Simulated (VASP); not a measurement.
Write the native input for VASP 6.6.1 that does the following.

* Task: single point
* Functional: PBEsol
* Potentials or basis: VASP PAW PBE potentials, release 64 (Mo_sv, Si)
* Cutoff: 520 eV
* k mesh: 3 × 3 × 3
* Occupations: gaussian, width 0.05 eV
* Spin: collinear spin
* Starting moments: [1.46, 0.02, 0.02, 0.02, 0.02, 0.02, 0.02, 0.0, -0.03, -0.03, -0.03, 0.0, -0.03, 0.0, 0.0, 0.0] μB
* Hubbard terms: Mo d U = 2.0 eV
* Dipole correction: no
* Further INCAR settings: LREAL = Auto; ALGO = Normal; EDIFF = 1e-06; NBANDS = 55

The structure of Si15Mo lies in POSCAR:

```
Si15Mo
1.0
    0.0000000000      5.4370000000      5.4370000000
    5.4370000000      0.0000000000      5.4370000000
    5.4370000000      5.4370000000      0.0000000000
Mo Si
1 15
Direct
    0.9993546609      0.9985862513      0.0015552719
    0.9980612521      0.9979787802      0.5023202166
    0.9982386831      0.5001527518      0.9991540387
    0.9981353438      0.5009468725      0.5015105833
    0.5009660284      0.9976566524      0.9995290371
    0.5000846520      0.9979463222      0.5026542266
    0.5012901211      0.5001108728      0.9992638071
    0.4994575473      0.4991015151      0.5007664590
    0.1283864142      0.1275852945      0.1297249614
    0.1274213331      0.1282874892      0.6153177199
    0.1287392062      0.6124180581      0.1289523127
    0.1252836141      0.6240216902      0.6252277249
    0.6131572147      0.1275344374      0.1300523780
    0.6241178574      0.1249124031      0.6256005070
    0.6242990851      0.6237105230      0.1265853926
    0.6241949663      0.6239945633      0.6253315285
```

The input as run:

INCAR

```
  ALGO = Normal
  EDIFF = 1E-6
  ENCUT = 520
  GGA = PS
  ISIF = 2
  ISMEAR = 0
  ISPIN = 2
  LASPH = True
  LCHARG = False
  LDAU = True
  LDAUJ = 0 0
  LDAUL = 2 -1
  LDAUPRINT = 1
  LDAUTYPE = 2
  LDAUU = 2 0
  LMAXMIX = 4
  LORBIT = 11
  LREAL = Auto
  LWAVE = False
  MAGMOM = 1.46 0.02 0.02 0.02 0.02 0.02 0.02 0 -0.03 -0.03 -0.03 0 -0.03 0 0 0
  NBANDS = 55
  NELM = 150
  PREC = Accurate
  SIGMA = 0.05
```

KPOINTS

```
k-points
0
Gamma
  3 3 3
```

Potentials or basis: VASP PAW PBE potentials, release 64 (Mo_sv, Si).

Command:

```console
$ cat potpaw_PBE.64/Mo_sv/POTCAR potpaw_PBE.64/Si/POTCAR > POTCAR
$ mpirun -np 1 vasp_std > vasp.out
```

Results of the run:

The pressure is 1.7 GPa and the largest force is 0.012 eV/Å. The band gap on the k mesh is 0.21 eV (least direct gap 0.39 eV). The net moment is 2.00 μB per cell, the site moments are Mo +1.68; Si +0.02, +0.00, -0.03, -0.00 (each value once) μB and the valence electrons inside the program's atomic spheres are Mo 12.56; Si 1.69, 1.72 (each value once).

Caveat: the PAW data sets were made with another functional, which shifts forces and pressure a little; the U is typed as a test and isn't derived for this compound.

It took 6.8 min on 1 thread of Intel(R) Xeon(R) 6975P-C (Granite Rapids), on a shared host, peak memory 0.8 GiB.
